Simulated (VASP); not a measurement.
Wanted: the native input for a VASP 6.6.1 run.

* Task: relaxation of cell and atoms
* Functional: PBEsol
* Potentials or basis: VASP PAW PBE potentials, release 64 (Ta_pv)
* Cutoff: 600 eV
* k mesh: 24 × 24 × 24
* Occupations: fermi-dirac, width 0.1 eV
* Spin: no spin polarisation
* Target pressure: 1 GPa
* Dipole correction: no
* Further INCAR settings: ALGO = Normal; EDIFF = 1e-06; IBRION = 2; EDIFFG = -0.002; NSW = 100; ISIF = 3

The structure of Ta lies in POSCAR:

```
Ta
1.0
   -1.6411113355      1.6411113355      1.6411113355
    1.6411113355     -1.6411113355      1.6411113355
    1.6411113355      1.6411113355     -1.6411113355
Ta
1
Direct
    0.0000000000      0.0000000000      0.0000000000
```

These files were run (other wordings do the same):

INCAR

```
SYSTEM = Ta
  ALGO = Normal
  EDIFF = 1E-6
  EDIFFG = -0.002
  ENCUT = 600
  GGA = PS
  IBRION = 2
  ISIF = 3
  ISMEAR = -1
  LASPH = .True.
  LCHARG = .False.
  LREAL = .False.
  LWAVE = .False.
  NELM = 80
  NSW = 100
  PREC = Accurate
  PSTRESS = 10.0
  SIGMA = 0.1
```

KPOINTS

```
k-points
0
Gamma
  24 24 24
  0 0 0
```

Potentials or basis: VASP PAW PBE potentials, release 64 (Ta_pv).

Run with:

```sh
$ cat potpaw_PBE.64/Ta_pv/POTCAR > POTCAR
$ mpirun -np 1 vasp_std > vasp.out
```

Results of the run:

```yaml
Relaxed_volume: 17.61 Å³/atom
Relaxed_cell: a = 2.839 Å, b = 2.839 Å, c = 2.839 Å, α = 109.47°, β = 109.47°, γ = 109.47°
Space_group_after_relaxing_to_0.05_Å: Im-3m (No. 229)
Energy_change_on_relaxing_the_enthalpy_is_what_falls: +0.2 meV/atom
Ionic_steps: 3
Pressure_after_relaxing: 1.0 GPa
```

Caveat: the cell is relaxed towards a set pressure, so the enthalpy falls and the energy may rise; the PAW data sets were made with another functional, which shifts forces and pressure a little.

Run time: 100 s on 1 thread of AMD EPYC 9R45 (Zen 5), with other jobs on the host, peak memory 0.18 GiB.
